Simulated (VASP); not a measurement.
# Si2Mo (P6_222) in VASP: further runs

The runs below take Si2Mo through relaxation of cell and atoms, single point, with PBEsol, revPBE.

Everything below comes from runs of VASP 6.6.1. Logs are shortened: lines on timing, memory, paths and dates and some standing lists are left out, and cuts for length are marked.

### Step 1. The cell of the first run

It takes space group P6_222 (No. 180, hexagonal). Conventional cell: a = 4.585 Å, b = 4.585 Å, c = 6.580 Å, α = 90.00°, β = 90.00°, γ = 120.00°. Mo (site symmetry 222) has 10 Si at 2.57 to 2.67 Å and 4 Mo at 3.17 Å within 3.4 Å. Within 3.4 Å of Si (site symmetry 2) lie 9 Si at 2.55 to 3.20 Å and 5 Mo at 2.57 to 2.67 Å.

### Step 2. Relaxation of cell and atoms, PBEsol

INCAR

```
SYSTEM = Si2Mo
ALGO     = Normal         ! electronic algorithm
EDIFF    = 1E-6           ! SCF threshold, eV
EDIFFG   = -0.01          ! ionic threshold
ENCUT    = 600            ! plane-wave cutoff, eV
GGA      = PS             ! functional
IBRION   = 2              ! ionic algorithm
ISIF     = 3              ! what is computed and relaxed
ISMEAR   = -1             ! smearing method
LASPH    = .TRUE.         ! aspherical terms in the spheres
LCHARG   = .FALSE.        ! write CHGCAR
LREAL    = .FALSE.        ! projectors in reciprocal space
LWAVE    = .FALSE.        ! write WAVECAR
NELM     = 80             ! most SCF steps
NSW      = 60             ! ionic steps
PREC     = Accurate       ! precision mode
SIGMA    = 0.05           ! smearing width, eV
```

KPOINTS

```
k-points
0
G
  7 7 4
  0 0 0
```

POSCAR

```
Si2Mo
1.0
    4.5854715599      0.0000000000      0.0000000000
   -2.2927357800      3.9711348592      0.0000000000
    0.0000000000      0.0000000000      6.5797601000
Mo Si
3 6
Direct
    0.5000000000      0.5000000000      0.8333333333
    0.0000000000      0.5000000000      0.1666666667
    0.5000000000      0.0000000000      0.5000000000
    0.1638729800      0.3277459600      0.5000000000
    0.6722540400      0.8361270200      0.1666666667
    0.8361270200      0.1638729800      0.8333333333
    0.8361270200      0.6722540400      0.5000000000
    0.3277459600      0.1638729800      0.1666666667
    0.1638729800      0.8361270200      0.8333333333
```

Potentials or basis: VASP PAW PBE potentials, release 64 (Mo_sv, Si).

Launch:

```sh
> cat potpaw_PBE.64/Mo_sv/POTCAR potpaw_PBE.64/Si/POTCAR > POTCAR
> mpirun -np 1 vasp_std > vasp.out
```

OUTCAR:

```text
SYSTEM = Si2Mo
   EDIFF = 1E-6
   EDIFFG = -0.01
   ENCUT = 600
   GGA = PS
   IBRION = 2
   ISIF = 3
   ISMEAR = -1
   LASPH = .TRUE.
   LREAL = .FALSE.
   NELM = 80
   NSW = 60
   PREC = Accurate

 ion  position               nearest neighbor table
   1  0.500  0.500  0.833-   4 2.57   7 2.57   5 2.57   8 2.57   9 2.64   6 2.64   9 2.64   6 2.64
                             6 2.67   9 2.67   3 3.17   3 3.17   2 3.17   2 3.17
   2  0.000  0.500  0.167-   4 2.57   7 2.57   6 2.57   9 2.57   8 2.64   5 2.64   5 2.64   8 2.64
                             5 2.67   8 2.67   3 3.17   3 3.17   1 3.17   1 3.17
   3  0.500  0.000  0.500-   6 2.57   9 2.57   8 2.57   5 2.57   4 2.64   7 2.64   7 2.64   4 2.64
                             4 2.67   7 2.67   2 3.17   2 3.17   1 3.17   1 3.17
   4  0.164  0.328  0.500-   6 2.55   8 2.55   1 2.57   2 2.57   7 2.60   3 2.64   3 2.64   3 2.67
                             7 2.67   7 2.67   5 3.15   9 3.15
   5  0.672  0.836  0.167-   7 2.55   6 2.55   3 2.57   1 2.57   8 2.60   2 2.64   2 2.64   2 2.67
                             8 2.67   8 2.67   4 3.15   9 3.15
   6  0.836  0.164  0.833-   4 2.55   5 2.55   3 2.57   2 2.57   9 2.60   1 2.64   1 2.64   1 2.67
                             9 2.67   9 2.67   7 3.15   8 3.15
   7  0.836  0.672  0.500-   9 2.55   5 2.55   1 2.57   2 2.57   4 2.60   3 2.64   3 2.64   3 2.67
                             4 2.67   4 2.67   8 3.15   6 3.15
   8  0.328  0.164  0.167-   4 2.55   9 2.55   3 2.57   1 2.57   5 2.60   2 2.64   2 2.64   2 2.67
                             5 2.67   5 2.67   7 3.15   6 3.15
   9  0.164  0.836  0.833-   7 2.55   8 2.55   3 2.57   2 2.57   6 2.60   1 2.64   1 2.64   1 2.67
                             6 2.67   6 2.67   4 3.15   5 3.15

  LATTYP: Found a hexagonal cell.
 ALAT       =     4.5854715599
 C/A-ratio  =     1.4349146024

  Lattice vectors:

 A1 = (   4.5854715599,   0.0000000000,   0.0000000000)
 A2 = (  -2.2927357800,   3.9711348592,   0.0000000000)
 A3 = (   0.0000000000,   0.0000000000,   6.5797601000)

Analysis of symmetry for initial positions (statically):
=====================================================================
 Subroutine PRICEL returns:
 Original cell was already a primitive cell.

 Routine SETGRP: Setting up the symmetry group for a
 hexagonal supercell.

 Subroutine GETGRP returns: Found 12 space group operations
 (whereof  4 operations were pure point group operations)
 out of a pool of 24 trial point group operations.

The static configuration has the point symmetry D_2 .
 The point group associated with its full space group is D_6 .

Analysis of symmetry for dynamics (positions and initial velocities):
=====================================================================
 Subroutine PRICEL returns:
 Original cell was already a primitive cell.

 Routine SETGRP: Setting up the symmetry group for a
 hexagonal supercell.

 Subroutine GETGRP returns: Found 12 space group operations
 (whereof  4 operations were pure point group operations)
 out of a pool of 24 trial point group operations.

The dynamic configuration has the point symmetry D_2 .
 The point group associated with its full space group is D_6 .

 Subroutine INISYM returns: Found 12 space group operations
 (whereof  4 operations are pure point group operations),
 and found     1 'primitive' translations

----------------------------------------------------------------------------------------

                                     Primitive cell

  volume of cell :     119.8143

  direct lattice vectors                    reciprocal lattice vectors
     4.585471560  0.000000000  0.000000000     0.218080079  0.125908592  0.000000000
    -2.292735780  3.971134859  0.000000000     0.000000000  0.251817185  0.000000000
     0.000000000  0.000000000  6.579760100     0.000000000  0.000000000  0.151981225

  length of vectors
     4.585471560  4.585471560  6.579760100     0.251817185  0.251817185  0.151981225

  position of ions in fractional coordinates (direct lattice)
     0.500000000  0.500000000  0.833333333
     1.000000000  0.500000000  0.166666667
     0.500000000  0.000000000  0.500000000
     0.163872980  0.327745960  0.500000000
     0.672254040  0.836127020  0.166666667
     0.836127020  0.163872980  0.833333333
     0.836127020  0.672254040  0.500000000
     0.327745960  0.163872980  0.166666667
     0.163872980  0.836127020  0.833333333

  ion indices of the primitive-cell ions
   primitive index   ion index
                 1           1
                 2           2
                 3           3
                 4           4
                 5           5
                 6           6
                 7           7
                 8           8
                 9           9

----------------------------------------------------------------------------------------

 KPOINTS: k-points

Automatic generation of k-mesh.
 Grid dimensions read from file:
 generate k-points for:    7    7    4

 Generating k-lattice:

  Cartesian coordinates                     Fractional coordinates (reciprocal lattice)
     0.031154297  0.017986942  0.000000000     0.142857143 -0.000000000  0.000000000
     0.000000000  0.035973884  0.000000000     0.000000000  0.142857143  0.000000000
     0.000000000  0.000000000  0.037995306     0.000000000  0.000000000  0.250000000

  Length of vectors
     0.035973884  0.035973884  0.037995306

  Shift w.r.t. Gamma in fractional coordinates (k-lattice)
     0.000000000  0.000000000  0.000000000

 Subroutine IBZKPT returns following result:
 ===========================================

 Found     24 irreducible k-points:

 Following reciprocal coordinates:
            Coordinates               Weight
  0.000000  0.000000  0.000000      1.000000
  0.142857  0.000000  0.000000      6.000000
  0.285714  0.000000  0.000000      6.000000
  0.428571 -0.000000  0.000000      6.000000
  0.142857  0.142857  0.000000      6.000000
  0.285714  0.142857  0.000000     12.000000
[... 16 lines left out ...]
  0.428571  0.142857  0.500000      6.000000
  0.285714  0.285714  0.500000      6.000000
   k-points           NKPTS =     24   k-points in BZ     NKDIM =     24   number of bands    NBANDS=     39
   number of dos      NEDOS =    301   number of ions     NIONS =      9
   total plane-waves  NPLWV =  86400
   dimension x,y,z NGX =    40 NGY =   40 NGZ =   54
   dimension x,y,z NGXF=    80 NGYF=   80 NGZF=  108
   ions per type =               3   6
   NGX,Y,Z   is equivalent  to a cutoff of  14.50, 14.50, 13.64 a.u.
   NGXF,Y,Z  is equivalent  to a cutoff of  29.00, 29.00, 27.29 a.u.
 SYSTEM =  Si2Mo
   PREC   = accura    normal or accurate (medium, high low for compatibility)
   ISTART =      0    job   : 0-new  1-cont  2-samecut
   ICHARG =      2    charge: 1-file 2-atom 10-const
   ISPIN  =      1    spin polarized calculation?
   LNONCOLLINEAR =      F non collinear calculations
   LSORBIT =      F    spin-orbit coupling
   LASPH  =      T    aspherical Exc in radial PAW
   ENCUT  =  600.0 eV  44.10 Ry    6.64 a.u.   9.16  9.16 13.14*2*pi/ulx,y,z
   NELM   =     80;   NELMIN=  2; NELMDL= -5     # of ELM steps
   EDIFF  = 0.1E-05   stopping-criterion for ELM
   LREAL  =      F    real-space projection
   EDIFFG = -.1E-01   stopping-criterion for IOM
   NSW    =     60    number of steps for IOM
   IBRION =      2    ionic relax: 0-MD 1-quasi-New 2-CG
   NFREE  =      1    steps in history (QN), initial steepest desc. (CG)
   ISIF   =      3    stress and relaxation
   ISYM   =      2    0-nonsym 1-usesym 2-fastsym
   POTIM  = 0.5000    time-step for ionic-motion
   TEBEG  =    0.0;   TEEND  =   0.0 temperature during run
   PSTRESS=    0.0 pullay stress
   NELECT =      66.0000    total number of electrons
   NUPDOWN=      -1.0000    fix difference up-down
   EMIN   =  10.00;   EMAX   =-10.00  energy-range for DOS
   EFERMI =   0.00;   METHOD = LEGACY
   ISMEAR =    -1;   SIGMA  =   0.05  broadening in eV -4-tet -1-fermi 0-gaus
   EFERMI_NEDOS =   21; number of points for ismear=-14 and -15
   IALGO  =     38    algorithm
   IMIX   =      4    mixing-type and parameters
     AMIX     =   0.40;   BMIX     =  1.00
     AMIX_MAG =   1.60;   BMIX_MAG =  1.00
  volume/ion in A,a.u.               =      13.31        89.84
  Fermi-wavevector in a.u.,A,eV,Ry     =   1.342002  2.536017 24.503685  1.800970
  Thomas-Fermi vector in A             =   2.470191
   LORBIT       =      0    0 simple, 1 ext, 2 COOP (PROOUT), +10 PAW based schemes
   GGA     = PS    functional components
   LHFCALC =     F    Hartree Fock is set to
   AEXX    =    0.0000 exact exchange contribution
   IVDW    =     0    specifies the selected vdW correction
   LEPSILON=     F    determine dielectric tensor
   LRPA    =     F    only Hartree local field effects (RPA)
 conjugate gradient relaxation of ions
 non-spin polarized calculation
  energy-cutoff  :      600.00
  volume of cell :      119.81
 maximum number of plane-waves:      4013
 NGX is ok and might be reduce to    40
   NGX = 19   NGY = 19   NGZ = 27

--------------------------------------- Ionic step        1  -------------------------------------------

 number of electron      65.9999993 magnetization

 Free energy of the ion-electron system (eV)
  ---------------------------------------------------
  ext. energy  EPLUGINS =         0.00000000
  ---------------------------------------------------
  free energy    TOTEN  =       -74.98576476 eV

  energy without entropy =      -74.98391206  energy(sigma->0) =      -74.98483841

------------------------ aborting loop because EDIFF is reached ----------------------------------------

  FORCE on cell =-STRESS in cart. coord.  units (eV):
  Direction    XX          YY          ZZ          XY          YZ          ZX
  --------------------------------------------------------------------------------------
  -------------------------------------------------------------------------------------
  Total       -0.8472393     -0.8472393     -0.8944151      0.0000000     -0.0000000      0.0000000
  in kB      -11.3294279    -11.3294279    -11.9602700      0.0000000     -0.0000000      0.0000000
  external PRESSURE =     -11.5397086 kB  Pullay stress =       0.0000000 kB
[... 157 lines left out ...]
  energy  without entropy=      -74.9863560280  energy(sigma->0) =      -74.98727940

--------------------------------------- Ionic step        5  -------------------------------------------

 number of electron      65.9999993 magnetization

 Free energy of the ion-electron system (eV)
  ---------------------------------------------------
  ext. energy  EPLUGINS =         0.00000000
  ---------------------------------------------------
  free energy    TOTEN  =       -74.98831474 eV

  energy without entropy =      -74.98647744  energy(sigma->0) =      -74.98739609

 E-fermi :  12.9365     XC(G=0): -12.5679

 val. band max:       12.8074848458   @ k =   0.4286  -0.0000   0.5000
 cond. band min:      13.0633007744   @ k =   0.4286  -0.0000   0.0000
 fundamental gap:      0.2558159286
 Fermi energy:        12.9364683045

 k-point     1 :       0.0000    0.0000    0.0000
  band No.  band energies     occupation
      1     -48.1314      2.00000
      2     -48.0999      2.00000
      3     -48.0999      2.00000
      4     -22.4122      2.00000
      5     -22.4091      2.00000
      6     -22.4091      2.00000
[... 1033 lines left out ...]
  FREE ENERGIE OF THE ION-ELECTRON SYSTEM (eV)
  ---------------------------------------------------
  free  energy   TOTEN  =       -74.9883147436 eV

  energy  without entropy=      -74.9864774442  energy(sigma->0) =      -74.98739609

 reached required accuracy - stopping structural energy minimisation
```

Wall time 3.1 min (1 thread of Intel Xeon 6975P-C (Granite Rapids), shared host); peak memory 0.35 GiB.

What came out:

| Quantity | Value |
| --- | --- |
| Free energy | -74.9883 eV |
| Relaxed volume | 13.24 Å³/atom |
| Relaxed cell | a = 4.577 Å, b = 4.577 Å, c = 6.569 Å, α = 90.00°, β = 90.00°, γ = 120.00° |
| Space group after relaxing (to 0.05 Å) | P6_222 (No. 180) |
| Energy gained by relaxing | 0.3 meV/atom |
| Ionic steps | 5 |
| Pressure after relaxing | 0.0 GPa |
| Largest force after relaxing | 0.008 eV/Å |
| Band gap on the k mesh | 0.26 eV, indirect (least direct gap 0.63 eV) |

Forces in eV/Å, atoms in the order of the input:
```
Mo   0.000  0.000  0.000
Mo   0.000  0.000  0.000
Mo   0.000  0.000  0.000
Si   0.000  0.008  0.000
Si  -0.007 -0.004  0.000
Si  -0.007  0.004  0.000
Si   0.000 -0.008  0.000
Si   0.007  0.004  0.000
Si   0.007 -0.004  0.000
```

The path:
| step | energy change (eV) | largest force (eV/Å) | pressure (GPa) | volume (Å³) |
| --- | --- | --- | --- | --- |
| 1 | 0.0000 | 0.0386 | -1.15 | 119.81 |
| 2 | 0.0037 | 0.0019 | 1.95 | 118.16 |
| 3 | -0.0024 | 0.0248 | 0.03 | 119.17 |
| 4 | -0.0024 | 0.0250 | 0.02 | 119.18 |
| 5 | -0.0025 | 0.0077 | -0.01 | 119.19 |

Final structure:
```yaml
crystal:
  lattice:
    - [4.57726, 0.00000, 0.00000]
    - [-2.28863, 3.96403, 0.00000]
    - [0.00000, 0.00000, 6.56915]
  atoms:
    - { symbol: Mo, position: [0.50000, 0.50000, 0.83333] }
    - { symbol: Mo, position: [0.00000, 0.50000, 0.16667] }
    - { symbol: Mo, position: [0.50000, 0.00000, 0.50000] }
    - { symbol: Si, position: [0.16410, 0.32819, 0.50000] }
    - { symbol: Si, position: [0.67181, 0.83590, 0.16667] }
    - { symbol: Si, position: [0.83590, 0.16410, 0.83333] }
    - { symbol: Si, position: [0.83590, 0.67181, 0.50000] }
    - { symbol: Si, position: [0.32819, 0.16410, 0.16667] }
    - { symbol: Si, position: [0.16410, 0.83590, 0.83333] }
```

Caveat: the PAW data sets were made with another functional, which shifts forces and pressure a little. A k mesh can miss the band edges.

### Step 3. Single point, revPBE

INCAR

```
SYSTEM = Si2Mo
ALGO = Normal
EDIFF = 1E-7
ENCUT = 520
GGA = RE
ISIF = 2
ISMEAR = -1
LASPH = .TRUE.
LCHARG = .FALSE.
LREAL = .FALSE.
LWAVE = .FALSE.
NBANDS = 43
NELM = 100
PREC = Accurate
SIGMA = 0.05
```

KPOINTS is that of step 2.

POSCAR is that of step 2.

Potentials or basis: VASP PAW PBE potentials, release 64 (Mo_sv, Si).

Launch:

```sh
> cat potpaw_PBE.64/Mo_sv/POTCAR potpaw_PBE.64/Si/POTCAR > POTCAR
> mpirun -np 1 vasp_std > vasp.out
```

Wall time 3.1 min (1 thread of Intel Xeon Platinum 8488C (Sapphire Rapids), shared host); peak memory 0.28 GiB.

Results (log left out):

* Free energy: -66.7142 eV
* Pressure: 5.4 GPa
* Largest force: 0.004 eV/Å
* Band gap on the k mesh: 0.27 eV, indirect (least direct gap 0.64 eV)

Forces in eV/Å, atoms in the order of the input:
```
Mo   0.000  0.000  0.000
Mo   0.000  0.000  0.000
Mo   0.000  0.000  0.000
Si   0.000 -0.004  0.000
Si   0.003  0.002  0.000
Si   0.003 -0.002  0.000
Si   0.000  0.004  0.000
Si  -0.003 -0.002  0.000
Si  -0.003  0.002  0.000
```

Levels at points of the mesh, in eV from the valence-band top:
| k point | band 29 | band 30 | band 31 | band 32 | band 33 | band 34 | band 35 | band 36 | band 37 | band 38 |
| --- | --- | --- | --- | --- | --- | --- | --- | --- | --- | --- |
| (0.00, 0.00, 0.00) | -2.92 | -2.92 | -2.64 | -2.00 | -0.72 | 2.11 | 2.46 | 2.46 | 2.60 | 2.61 |
| (0.00, 0.00, 0.50) | -2.21 | -2.21 | -2.00 | -0.63 | -0.63 | 1.96 | 2.40 | 2.41 | 2.41 | 2.67 |

Caveat: the PAW data sets were made with another functional, which shifts forces and pressure a little. A k mesh can miss the band edges.
